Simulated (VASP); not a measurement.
Runs of VASP 6.6.1 on PbS. The structure is that of space group Fm-3m (No. 225), or close to it. The cells are those of the table. 

```csv
task,level,potentials or basis,cell,k mesh,cutoff (eV),smearing,gap on the mesh (eV),pressure (GPa)
single point,LDA,"VASP PAW LDA potentials, release 64 (Pb_d, S)","a = 4.131 Å, angles 60.0°, 2 atoms",6 × 6 × 6,520,fermi-dirac 0.02 eV,0.04,0.0
single point,PBE,"VASP PAW PBE potentials, release 64 (Pb_d, S)","a = 4.248 Å, angles 60.0°, 2 atoms",8 × 8 × 8,520,fermi-dirac 0.02 eV,0.50,0.0
relaxation of cell and atoms,PBE,"VASP PAW PBE potentials, release 64 (Pb_d, S)","relaxed from a = 3.764 Å, angles 60.0°, 2 atoms",8 × 8 × 8,600,fermi-dirac 0.02 eV,(a),0.0
single point,PBE,"VASP PAW PBE potentials, release 64 (Pb_d, S)","a = 4.225 Å, angles 60.0°, 2 atoms",4 × 4 × 4,520,gaussian 0.01 eV,0.44,(b)
```

Alike in all rows: no spin polarisation.

Estimate the missing entries.

(a) 0.49; (b) 0.9.

Caveats: some runs use coarse meshes; spin-orbit coupling is left out, which moves the levels of the heavy elements.

A k mesh can miss the band edges, and the runs leave out spin-orbit coupling on Pb.
